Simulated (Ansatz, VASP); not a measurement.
# One calculation of LiH, two programs

```xyz
2
Lattice="0.0000 2.0767 2.0767 2.0767 0.0000 2.0767 2.0767 2.0767 0.0000" Properties=species:S:1:pos:R:3 pbc="T T T"
Li    0.0000    0.0000    0.0000
H     2.0767    2.0767    2.0767
```

Alike in both runs: task single point; functional HF; k mesh 7 × 7 × 7; occupations fermi-dirac, width 0.01 eV; no spin polarisation.

```csv
,VASP,Ansatz
version,VASP 6.6.1,Ansatz 0.2.0
potentials or method,"VASP PAW PBE potentials, release 64 (Li_sv, H)",SPMS NC
plane-wave cutoff (eV),520,816
valence electrons in the cell,4,4
```

Ansatz gave:

| Property | Result |
| --- | --- |
| gap on the k mesh at the Fermi level (eV) | 11.43 |
| least direct gap on the mesh (eV) | 11.43 |

Question: What did VASP give for the same quantities?

Answer: gap on the k mesh at the Fermi level (eV): 11.44; least direct gap on the mesh (eV): 11.44.

VASP's potentials were made for PBE, not for HF.

Noted on VASP's run: the cutoff is under 1.25 times that of the potentials, so the pressure is a little rough. Noted on Ansatz's run: the potentials were made for another functional, which shifts forces and pressure; odd divisions of the mesh miss points on the zone boundary, where band edges often lie, so the gap on the mesh can be too wide.
